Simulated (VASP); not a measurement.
Input of a VASP 6.6.1 run:

Contents of INCAR:

```
PREC = Accurate
ENCUT = 400
EDIFF = 1E-8
ISMEAR = -1
SIGMA = 0.01
LREAL = False
LASPH = True
NELM = 120
ALGO = Normal
ISIF = 2
LWAVE = False
LCHARG = False
GGA = PS
LEFG = True
NBANDS = 17
GGA_COMPAT = False
```

KPOINTS

```
regular mesh
0
Gamma
  9 9 9
```

The input POSCAR:

```
PbSe
1.0
    0.0000000000      2.9996396028      2.9996396028
    2.9996396028      0.0000000000      2.9996396028
    2.9996396028      2.9996396028      0.0000000000
Pb Se
1 1
Direct
    0.0000000000      0.0000000000      0.0000000000
    0.5000000000      0.5000000000      0.5000000000
```

Potentials or basis: VASP PAW PBE potentials, release 64 (Pb_d, Se).

Command:

```console
$ cat potpaw_PBE.64/Pb_d/POTCAR potpaw_PBE.64/Se/POTCAR > POTCAR
$ mpirun -np 1 vasp_std > vasp.out
```

Question: Predict the pressure.

Answer: 3.0 GPa.

Caveat: without QUAD_EFG the Cq values of the log hold for a quadrupole moment of 1 mb, not for the nuclei; the PAW data sets were made with another functional, which shifts forces and pressure a little.
